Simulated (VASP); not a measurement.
A run of VASP 6.6.1 is set up as follows.

INCAR

```
SYSTEM = AlN
PREC = Accurate ; ENCUT = 520
EDIFF = 1E-6 ; ISMEAR = 0
SIGMA = 0.05 ; LREAL = .False.
LASPH = .True. ; NELM = 60
ALGO = Normal ; ISIF = 2
LWAVE = .False. ; LCHARG = .True.
GGA = PS ; LELF = .True.
LVHAR = .True. ; NBANDS = 16
```

KPOINTS

```
Automatic mesh
0
Gamma
  9 9 6
  0 0 0
```

Contents of POSCAR:

```
AlN
1.0
    3.2818000000      0.0000000000      0.0000000000
   -1.6409000000      2.8421221701      0.0000000000
    0.0000000000      0.0000000000      4.3483000000
Al N
2 2
Direct
    0.3333333333      0.6666666667      0.7500000000
    0.6666666667      0.3333333333      0.2500000000
    0.3333333333      0.6666666667      0.2500000000
    0.6666666667      0.3333333333      0.7500000000
```

Potentials or basis: VASP PAW PBE potentials, release 64 (Al, N).

Command:

```bash
$ cat potpaw_PBE.64/Al/POTCAR potpaw_PBE.64/N/POTCAR > POTCAR
$ mpirun -np 1 vasp_std > vasp.out
```

What does it give for the band gap on the k mesh?

2.92 eV, direct.

What does it give for the pressure?

-5.3 GPa.

Stress tensor (GPa, compression positive):
```
 -2.87   0.00   0.00
  0.00  -2.87   0.00
  0.00   0.00 -10.13
```

Caveat: the PAW data sets were made with another functional, which shifts forces and pressure a little. PBEsol gaps usually lie below the measured ones, often by a third to a half.
